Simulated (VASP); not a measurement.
# P2Rh2W (I4/mmm) in VASP: a series of runs

Aim: see how the results for P2Rh2W move with the level of theory and the settings. Levels: RPBE+U, r2SCAN+U. Tasks: single point.

All numbers are computed with VASP 6.6.1; they aren't measurements. Logs are shortened: lines on timing, memory, paths and dates and some standing lists are left out, and cuts for length are marked.

## 1. The cell of the first run

The structure is tetragonal, space group I4/mmm (No. 139). Conventional cell: a = 3.592 Å, b = 3.592 Å, c = 12.008 Å, α = 90.00°, β = 90.00°, γ = 90.00°. Within 4.0 Å of W (site symmetry 4/mmm) lie 8 P at 3.05 Å and 8 Rh at 3.50 Å and 4 W at 3.59 Å. Within 2.9 Å of Rh (site symmetry -4m2) lie 4 P at 2.23 Å and 4 Rh at 2.54 Å. P (site symmetry 4mm) has 4 Rh at 2.23 Å within 2.9 Å.

## 2. Single point, RPBE+U

Contents of INCAR:

```
SYSTEM = P2Rh2W
PREC = Accurate
ENCUT = 520
EDIFF = 1E-6
ISMEAR = 0
SIGMA = 0.0137
LREAL = .FALSE.
LASPH = .TRUE.
NELM = 150
ALGO = Normal
ISIF = 2
LWAVE = .FALSE.
LCHARG = .FALSE.
LMAXMIX = 4
LDAU = .TRUE.
LDAUTYPE = 1
LDAUL = -1 2 -1
LDAUU = 0 3.86 0
LDAUJ = 0 0.7 0
LDAUPRINT = 1
GGA = RP
NBANDS = 35
```

Contents of KPOINTS:

```
Automatic mesh
0
G
  5 5 5
  0 0 0
```

Contents of POSCAR:

```
P2Rh2W
1.0
    0.0000000000      3.5915870000      0.0000000000
    3.5915870000      0.0000000000      0.0000000000
    1.7957930000      1.7957930000     -6.0041640000
W Rh P
1 2 2
Direct
    0.0000000000      0.0000000000      0.0000000000
    0.7500000000      0.2500000000      0.5000000000
    0.2500000000      0.7500000000      0.5000000000
    0.3600000000      0.3600000000      0.2800000000
    0.6400000000      0.6400000000      0.7200000000
```

Potentials or basis: VASP PAW PBE potentials, release 64 (W_sv, Rh_pv, P).

The run is started by

```
> cat potpaw_PBE.64/W_sv/POTCAR potpaw_PBE.64/Rh_pv/POTCAR potpaw_PBE.64/P/POTCAR > POTCAR
> mpirun -np 1 vasp_std > vasp.out
```

OUTCAR:

```text
SYSTEM = P2Rh2W
   PREC = Accurate
   ENCUT = 520
   EDIFF = 1E-6
   ISMEAR = 0
   LREAL = .FALSE.
   LASPH = .TRUE.
   NELM = 150
   ISIF = 2
   GGA = RP

 ion  position               nearest neighbor table
   1  0.000  0.000  0.000-   4 3.05   5 3.05   5 3.05   5 3.05   4 3.05   4 3.05   5 3.05   4 3.05

   2  0.750  0.250  0.500-   4 2.23   5 2.23   4 2.23   5 2.23   3 2.54   3 2.54   3 2.54   3 2.54

   3  0.250  0.750  0.500-   4 2.23   5 2.23   4 2.23   5 2.23   2 2.54   2 2.54   2 2.54   2 2.54

   4  0.360  0.360  0.280-   2 2.23   3 2.23   3 2.23   2 2.23   1 3.05   1 3.05   1 3.05   1 3.05

   5  0.640  0.640  0.720-   2 2.23   3 2.23   3 2.23   2 2.23   1 3.05   1 3.05   1 3.05   1 3.05

  LATTYP: Found a body centered tetragonal cell.
 ALAT       =     3.5915870000
 C/A-ratio  =     3.3434601473

  Lattice vectors:

 A1 = (  -1.7957930000,   1.7957940000,   6.0041640000)
 A2 = (   1.7957940000,  -1.7957930000,   6.0041640000)
 A3 = (   1.7957930000,   1.7957930000,  -6.0041640000)

Analysis of symmetry for initial positions (statically):
=====================================================================
 Subroutine PRICEL returns:
 Original cell was already a primitive cell.

 Routine SETGRP: Setting up the symmetry group for a
 body centered tetragonal supercell.

 Subroutine GETGRP returns: Found 16 space group operations
 (whereof 16 operations were pure point group operations)
 out of a pool of 16 trial point group operations.

The static configuration has the point symmetry D_4h.

Analysis of symmetry for dynamics (positions and initial velocities):
=====================================================================
 Subroutine PRICEL returns:
 Original cell was already a primitive cell.

 Routine SETGRP: Setting up the symmetry group for a
 body centered tetragonal supercell.

 Subroutine GETGRP returns: Found 16 space group operations
 (whereof 16 operations were pure point group operations)
 out of a pool of 16 trial point group operations.

The dynamic configuration has the point symmetry D_4h.

 Subroutine INISYM returns: Found 16 space group operations
 (whereof 16 operations are pure point group operations),
 and found     1 'primitive' translations

----------------------------------------------------------------------------------------

                                     Primitive cell

  volume of cell :      77.4507

  direct lattice vectors                    reciprocal lattice vectors
     0.000000000  3.591587000  0.000000000     0.000000000  0.278428450  0.083275517
     3.591587000  0.000000000  0.000000000     0.278428450  0.000000000  0.083275517
     1.795793000  1.795793000 -6.004164000     0.000000000  0.000000000 -0.166551080

  length of vectors
     3.591587000  3.591587000  6.519181723     0.290615232  0.290615232  0.166551080

  position of ions in fractional coordinates (direct lattice)
     0.000000000  0.000000000  0.000000000
     0.750000000  0.250000000  0.500000000
     0.250000000  0.750000000  0.500000000
     0.360000000  0.360000000  0.280000000
     0.640000000  0.640000000  0.720000000

  ion indices of the primitive-cell ions
   primitive index   ion index
                 1           1
                 2           2
                 3           3
[... 97 lines left out ...]
   LHFCALC =     F    Hartree Fock is set to
   AEXX    =    0.0000 exact exchange contribution
   IVDW    =     0    specifies the selected vdW correction
   LEPSILON=     F    determine dielectric tensor
   LRPA    =     F    only Hartree local field effects (RPA)
 non-spin polarized calculation
 Gauss-broadening in eV      SIGMA  =   0.01
  energy-cutoff  :      520.00
  volume of cell :       77.45
 maximum number of plane-waves:      2106
   NGX = 13   NGY = 13   NGZ = 25

atom =   2  type =  2  l = 2

 onsite density matrix

spin component  1

  0.7369  0.0000  0.0000  0.0000  0.0000
  0.0000  0.7640  0.0000  0.0000 -0.0000
  0.0000  0.0000  0.7991  0.0000 -0.0000
  0.0000  0.0000  0.0000  0.7640  0.0000
  0.0000 -0.0000 -0.0000  0.0000  0.8096

spin component  2

  0.7369  0.0000  0.0000  0.0000  0.0000
  0.0000  0.7640  0.0000  0.0000 -0.0000
  0.0000  0.0000  0.7991  0.0000 -0.0000
  0.0000  0.0000  0.0000  0.7640  0.0000
  0.0000 -0.0000 -0.0000  0.0000  0.8096

 occupancies and eigenvectors

  o =  0.7369  v =  1.0000 -0.0000  0.0000 -0.0000 -0.0000  0.0000  0.0000  0.0000  0.0000  0.0000      0.0000  0.0000  0.0000  0.0000  0.0000  0.0000  0.0000  0.0000  0.0000  0.0000
  o =  0.7369  v =  0.0000  0.0000  0.0000  0.0000  0.0000  1.0000 -0.0000  0.0000 -0.0000 -0.0000      0.0000  0.0000  0.0000  0.0000  0.0000  0.0000  0.0000  0.0000  0.0000  0.0000
  o =  0.7640  v = -0.0000  0.7069  0.0000 -0.7073  0.0000  0.0000  0.0000  0.0000  0.0000  0.0000      0.0000  0.0000  0.0000  0.0000  0.0000  0.0000  0.0000  0.0000  0.0000  0.0000
  o =  0.7640  v =  0.0000  0.0000  0.0000  0.0000  0.0000 -0.0000  0.7069  0.0000 -0.7073  0.0000      0.0000  0.0000  0.0000  0.0000  0.0000  0.0000  0.0000  0.0000  0.0000  0.0000
  o =  0.7640  v = -0.0000 -0.7073  0.0000 -0.7069 -0.0000  0.0000  0.0000  0.0000  0.0000  0.0000      0.0000  0.0000  0.0000  0.0000  0.0000  0.0000  0.0000  0.0000  0.0000  0.0000
  o =  0.7640  v =  0.0000  0.0000  0.0000  0.0000  0.0000 -0.0000 -0.7073  0.0000 -0.7069 -0.0000      0.0000  0.0000  0.0000  0.0000  0.0000  0.0000  0.0000  0.0000  0.0000  0.0000
  o =  0.7991  v = -0.0000 -0.0000 -1.0000 -0.0000 -0.0000  0.0000  0.0000  0.0000  0.0000  0.0000      0.0000  0.0000  0.0000  0.0000  0.0000  0.0000  0.0000  0.0000  0.0000  0.0000
  o =  0.7991  v =  0.0000  0.0000  0.0000  0.0000  0.0000 -0.0000 -0.0000 -1.0000 -0.0000 -0.0000      0.0000  0.0000  0.0000  0.0000  0.0000  0.0000  0.0000  0.0000  0.0000  0.0000
  o =  0.8096  v =  0.0000  0.0000  0.0000  0.0000  0.0000  0.0000 -0.0000 -0.0000  0.0000  1.0000      0.0000  0.0000  0.0000  0.0000  0.0000  0.0000  0.0000  0.0000  0.0000  0.0000
  o =  0.8096  v =  0.0000 -0.0000 -0.0000  0.0000  1.0000  0.0000  0.0000  0.0000  0.0000  0.0000      0.0000  0.0000  0.0000  0.0000  0.0000  0.0000  0.0000  0.0000  0.0000  0.0000

atom =   3  type =  2  l = 2

 onsite density matrix

spin component  1

  0.7369  0.0000  0.0000  0.0000 -0.0000
  0.0000  0.7640  0.0000  0.0000 -0.0000
  0.0000  0.0000  0.7991  0.0000  0.0000
  0.0000  0.0000  0.0000  0.7640  0.0000
 -0.0000 -0.0000  0.0000  0.0000  0.8096

spin component  2

  0.7369  0.0000  0.0000  0.0000 -0.0000
  0.0000  0.7640  0.0000  0.0000 -0.0000
  0.0000  0.0000  0.7991  0.0000  0.0000
  0.0000  0.0000  0.0000  0.7640  0.0000
 -0.0000 -0.0000  0.0000  0.0000  0.8096

 occupancies and eigenvectors

  o =  0.7369  v =  1.0000 -0.0000  0.0000 -0.0000  0.0000  0.0000  0.0000  0.0000  0.0000  0.0000      0.0000  0.0000  0.0000  0.0000  0.0000  0.0000  0.0000  0.0000  0.0000  0.0000
  o =  0.7369  v =  0.0000  0.0000  0.0000  0.0000  0.0000  1.0000 -0.0000  0.0000 -0.0000  0.0000      0.0000  0.0000  0.0000  0.0000  0.0000  0.0000  0.0000  0.0000  0.0000  0.0000
  o =  0.7640  v =  0.0000 -0.7070 -0.0000  0.7073 -0.0000  0.0000  0.0000  0.0000  0.0000  0.0000      0.0000  0.0000  0.0000  0.0000  0.0000  0.0000  0.0000  0.0000  0.0000  0.0000
  o =  0.7640  v =  0.0000  0.0000  0.0000  0.0000  0.0000  0.0000 -0.7070 -0.0000  0.7073 -0.0000      0.0000  0.0000  0.0000  0.0000  0.0000  0.0000  0.0000  0.0000  0.0000  0.0000
  o =  0.7640  v = -0.0000 -0.7073  0.0000 -0.7070 -0.0000  0.0000  0.0000  0.0000  0.0000  0.0000      0.0000  0.0000  0.0000  0.0000  0.0000  0.0000  0.0000  0.0000  0.0000  0.0000
  o =  0.7640  v =  0.0000  0.0000  0.0000  0.0000  0.0000 -0.0000 -0.7073  0.0000 -0.7070 -0.0000      0.0000  0.0000  0.0000  0.0000  0.0000  0.0000  0.0000  0.0000  0.0000  0.0000
  o =  0.7991  v =  0.0000  0.0000  1.0000  0.0000 -0.0000  0.0000  0.0000  0.0000  0.0000  0.0000      0.0000  0.0000  0.0000  0.0000  0.0000  0.0000  0.0000  0.0000  0.0000  0.0000
  o =  0.7991  v =  0.0000  0.0000  0.0000  0.0000  0.0000  0.0000  0.0000  1.0000  0.0000 -0.0000      0.0000  0.0000  0.0000  0.0000  0.0000  0.0000  0.0000  0.0000  0.0000  0.0000
  o =  0.8096  v =  0.0000  0.0000  0.0000  0.0000  0.0000 -0.0000 -0.0000  0.0000  0.0000  1.0000      0.0000  0.0000  0.0000  0.0000  0.0000  0.0000  0.0000  0.0000  0.0000  0.0000
  o =  0.8096  v = -0.0000 -0.0000  0.0000  0.0000  1.0000  0.0000  0.0000  0.0000  0.0000  0.0000      0.0000  0.0000  0.0000  0.0000  0.0000  0.0000  0.0000  0.0000  0.0000  0.0000

 number of electron      54.0000001 magnetization

 Free energy of the ion-electron system (eV)
  ---------------------------------------------------
  ext. energy  EPLUGINS =         0.00000000
  ---------------------------------------------------
  free energy    TOTEN  =       -27.02790304 eV

  energy without entropy =      -27.02672755  energy(sigma->0) =      -27.02731530

 E-fermi :  10.2523     XC(G=0): -12.2535

 val. band max:       10.2519167806   @ k =  -0.2000  -0.4000   0.2000
 cond. band min:      10.2591118056   @ k =  -0.2000   0.0000   0.2000
 fundamental gap:      0.0071950250
 Fermi energy:        10.2523231752

 k-point     1 :       0.0000    0.0000    0.0000
  band No.  band energies     occupation
      1     -64.5007      2.00000
      2     -36.7146      2.00000
      3     -36.7146      2.00000
      4     -36.3461      2.00000
      5     -36.1673      2.00000
      6     -36.0653      2.00000
[... 673 lines left out ...]
     34      14.1269      0.00000
     35      15.3687      0.00000

------------------------ aborting loop because EDIFF is reached ----------------------------------------

  FORCE on cell =-STRESS in cart. coord.  units (eV):
  Direction    XX          YY          ZZ          XY          YZ          ZX
  --------------------------------------------------------------------------------------
  -------------------------------------------------------------------------------------
  Total        8.5100061      8.5100061     -2.2812295     -0.0000000     -0.0000002     -0.0000002
  in kB      176.0415260    176.0415260    -47.1904625     -0.0000000     -0.0000039     -0.0000039
  external PRESSURE =     101.6308632 kB  Pullay stress =       0.0000000 kB

 VOLUME and BASIS-vectors are now :
 -----------------------------------------------------------------------------
  energy-cutoff  :      520.00
  volume of cell :       77.45
      direct lattice vectors                 reciprocal lattice vectors
     0.000000000  3.591587000  0.000000000     0.000000000  0.278428450  0.083275517
     3.591587000  0.000000000  0.000000000     0.278428450  0.000000000  0.083275517
     1.795793000  1.795793000 -6.004164000     0.000000000  0.000000000 -0.166551080

 POSITION                                       TOTAL-FORCE (eV/Angst)
 -----------------------------------------------------------------------------------
      0.00000      0.00000      0.00000         0.000000     -0.000000      0.000000
      1.79579      3.59159     -3.00208         0.000000      0.000000     -0.000000
      3.59159      1.79579     -3.00208        -0.000000     -0.000000      0.000000
      1.79579      1.79579     -1.68117         0.000000      0.000000      4.534855
      3.59159      3.59159     -4.32300        -0.000000     -0.000000     -4.534855
 -----------------------------------------------------------------------------------
    total drift:                                0.000000      0.000000     -0.000000

  FREE ENERGIE OF THE ION-ELECTRON SYSTEM (eV)
  ---------------------------------------------------
  free  energy   TOTEN  =       -27.0279030403 eV

  energy  without entropy=      -27.0267275529  energy(sigma->0) =      -27.02731530
```

Wall time 79 s (1 thread of Intel Xeon 8259CL, shared host); peak memory 0.21 GiB.

What came out:

```yaml
Free_energy: -27.0279 eV
Pressure: 10.2 GPa
Largest_force: 4.535 eV/Å
Band_gap_on_the_k_mesh: zero (bands 27 and 28 overlap by 0.73 eV)
```

Forces in eV/Å, atoms in the order of the input:
```
W    0.000  0.000  0.000
Rh   0.000  0.000  0.000
Rh   0.000  0.000  0.000
P    0.000  0.000  4.535
P    0.000  0.000 -4.535
```

Eigenvalues of the final occupation matrices:
| site | spin | trace | eigenvalues |
| --- | --- | --- | --- |
| site 2 d | 1 | 3.87 | 0.74 0.76 0.76 0.80 0.81 |
| site 2 d | 2 | 3.87 | 0.74 0.76 0.76 0.80 0.81 |
| site 3 d | 1 | 3.87 | 0.74 0.76 0.76 0.80 0.81 |
| site 3 d | 2 | 3.87 | 0.74 0.76 0.76 0.80 0.81 |

Caveat: the k points lie up to 0.37 Å⁻¹ apart, too coarse for converged energies and pressures of a metal; the PAW data sets were made with another functional, which shifts forces and pressure a little; spin-orbit coupling is left out, which moves the levels of the heavy elements; U without spin polarisation on a metal has little footing; the U is typed as a test and isn't derived for this compound.

[end of part 1 of 2]
